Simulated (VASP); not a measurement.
## Be: single point with PBE

Crystal: Be.

```
Be
1.0
     2.30890    0.00000    0.00000
    -1.15445    1.99957    0.00000
     0.00000    0.00000    3.62918
Be
2
Direct
  0.33333 0.66667 0.25000
  0.66667 0.33333 0.75000
```

```yaml
Program: VASP 6.6.1
Task: single point
Functional: PBE
Potentials_or_basis: VASP PAW PBE potentials, release 64 (Be)
Cutoff: 520 eV
k_mesh: 21 × 21 × 12
Occupations: gaussian, width 0.1 eV
Spin: no spin polarisation
Dipole_correction: no
Further_INCAR_settings: ALGO = Fast; EDIFF = 1e-07; NBANDS = 9
```

* Pressure: -6.3 GPa
* Band gap on the k mesh: zero (bands 2 and 3 overlap by 2.03 eV)

Levels at points of the mesh, in eV from the Fermi level:
```csv
k point,band 1,band 2,band 3,band 4,band 5,band 6,band 7
"(0.00, 0.00, 0.00)",-11.07,-4.26,0.91,15.21,15.21,17.95,17.95
"(0.00, 0.00, 0.50)",-8.95,-8.95,10.25,10.25,16.78,16.78,16.78
```

Wall time 29 s on 1 thread of Intel(R) Xeon(R) Platinum 8488C (Sapphire Rapids), on a shared host, peak memory 0.15 GiB.

Caveat: the cell stands under tension.
